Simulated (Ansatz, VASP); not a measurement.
Pt in VASP and in Ansatz

The input INCAR:

```
SYSTEM = Pt
  ALGO = Normal
  EDIFF = 1E-6
  EDIFFG = -0.002
  ENCUT = 600
  GGA = CA
  IBRION = 2
  ISIF = 3
  ISMEAR = -1
  LASPH = .True.
  LCHARG = .False.
  LREAL = .False.
  LWAVE = .False.
  NELM = 60
  NSW = 100
  PREC = Accurate
  SIGMA = 0.1
```

Contents of KPOINTS:

```
k-points
0
Gamma
  24 24 24
  0 0 0
```

File POSCAR:

```
Pt
1.0
    0.0000000000      1.9609000000      1.9609000000
    1.9609000000      0.0000000000      1.9609000000
    1.9609000000      1.9609000000      0.0000000000
Pt
1
Direct
    0.0000000000      0.0000000000      0.0000000000
```

Input for Ansatz:

```yaml
crystal:
  lattice:
    - [0.0, 1.9609, 1.9609]
    - [1.9609, 0.0, 1.9609]
    - [1.9609, 1.9609, 0.0]
  atoms:
    - { symbol: Pt, position: [0.0, 0.0, 0.0] }
kpoints:
  mp_grid: { grid: [24, 24, 24] }
scf:
  occupations: { method: fermi_dirac, width: 0.1 }
hamiltonian:
  xc: lda
  pseudopotentials: { kind: paw }
relax:
  f_tol: 0.002
  max_steps: 80
  cell: {}
output:
  forces: true
  stress: true
```

Alike in both runs: task relaxation of cell and atoms; functional LDA; k mesh 24 × 24 × 24; occupations fermi-dirac, width 0.1 eV; no spin polarisation.

|  | VASP | Ansatz |
| --- | --- | --- |
| version | VASP 6.6.1 | Ansatz 0.2.0 |
| potentials or method | VASP PAW LDA potentials, release 64 (Pt) | PAW with Ansatz's default frozen-core files, scalar-relativistic |
| plane-wave cutoff (eV) | 600 | 420 |
| valence electrons in the cell | 10 | 18 |

Ansatz gave:

```
relaxed volume (Å³/atom)                                     : 14.78
relaxed cell length with the largest relative difference (Å) : 2.754
```

Task: Which values does VASP return?

Result: Relaxed volume (Å³/atom): 14.82; relaxed cell length with the largest relative difference (Å): 2.757.

LDA's correlation is that of Perdew and Zunger in VASP and of Perdew and Wang (1992) in Ansatz. VASP's potentials hold 10 valence electrons a cell and Ansatz's 18, so a difference there can come from the potentials and not from the codes.

Neither program's run includes spin-orbit coupling.
